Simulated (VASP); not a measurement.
Runs of VASP 6.6.1 on C. The structure is that of space group P6_3/mmc (No. 194), or close to it. The cells are those of the table. 

| cell | cutoff (eV) | gap on the mesh (eV) | pressure (GPa) |
| --- | --- | --- | --- |
| a = 2.500, b = 2.500, c = 5.964 Å, angles 90.0, 90.0, 120.0°, 4 atoms | 600 | none | (d) |
| a = 2.415, b = 2.415, c = 6.604 Å, angles 90.0, 90.0, 120.0°, 4 atoms | 600 | none | 20.5 |
| a = 2.282, b = 2.282, c = 7.155 Å, angles 90.0, 90.0, 120.0°, 4 atoms | 600 | none | 82.6 |
| a = 2.273, b = 2.273, c = 7.455 Å, angles 90.0, 90.0, 120.0°, 4 atoms | 600 | none | 84.9 |
| a = 2.343, b = 2.343, c = 7.017 Å, angles 90.0, 90.0, 120.0°, 4 atoms | 600 | none | 52.2 |
| a = 2.307, b = 2.307, c = 7.233 Å, angles 90.0, 90.0, 120.0°, 4 atoms | 600 | none | 68.1 |
| a = 2.452, b = 2.452, c = 6.406 Å, angles 90.0, 90.0, 120.0°, 4 atoms | 600 | none | 5.8 |
| a = 2.619, b = 2.619, c = 5.971 Å, angles 90.0, 90.0, 120.0°, 4 atoms | 520 | none | (c) |
| a = 2.541, b = 2.541, c = 6.344 Å, angles 90.0, 90.0, 120.0°, 4 atoms | 520 | none | (b) |
| a = 2.489, b = 2.489, c = 6.215 Å, angles 90.0, 90.0, 120.0°, 4 atoms | 600 | none | (a) |
| a = 2.527, b = 2.527, c = 6.029 Å, angles 90.0, 90.0, 120.0°, 4 atoms | 600 | none | -19.5 |

Alike in all rows: task single point; level PBE+D3(BJ); potentials or basis VASP PAW PBE potentials, release 64 (C); no spin polarisation; k mesh 21 × 21 × 8; smearing gaussian 0.15 eV.

Problem. Estimate the missing entries.

Solution. (a) -7.5; (b) -23.0; (c) -41.8; (d) -10.6.

A gap of «none» marks levels without a gap at the run's occupations.
